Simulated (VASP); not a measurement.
**P: single point with PBE**

P:

```
P
1.0
     4.39863    0.00000    0.00000
    -2.19932    3.80933    0.00000
     0.00000    0.00000    2.56873
P
3
Direct
  0.00000 0.00000 0.00000
  0.33333 0.66667 0.50000
  0.66667 0.33333 0.50000
```

- Program: VASP 6.6.1
- Task: single point
- Functional: PBE
- Potentials or basis: VASP PAW PBE potentials, release 64 (P)
- Cutoff: 520 eV
- k mesh: 9 × 9 × 12
- Occupations: fermi-dirac, width 0.05 eV
- Spin: no spin polarisation
- Dipole correction: no
- Further INCAR settings: ALGO = Normal; EDIFF = 1e-07; NBANDS = 14

```yaml
Pressure: -0.2 GPa
```

Levels at points of the mesh, in eV from the Fermi level:
| k point | band 4 | band 5 | band 6 | band 7 | band 8 | band 9 | band 10 | band 11 | band 12 | band 13 |
| --- | --- | --- | --- | --- | --- | --- | --- | --- | --- | --- |
| (0.00, 0.00, 0.00) | -5.85 | -5.85 | -5.53 | -5.53 | 2.93 | 6.34 | 6.69 | 6.69 | 7.72 | 7.79 |
| (0.00, 0.00, 0.50) | -3.58 | -3.37 | -2.99 | -2.86 | -2.86 | -0.82 | -0.82 | -0.16 | -0.16 | 2.80 |

Run time: 30 s on 1 thread of Intel(R) Xeon(R) Platinum 8375C CPU @ 2.90GHz (Ice Lake) (shared host), peak memory 0.18 GiB.
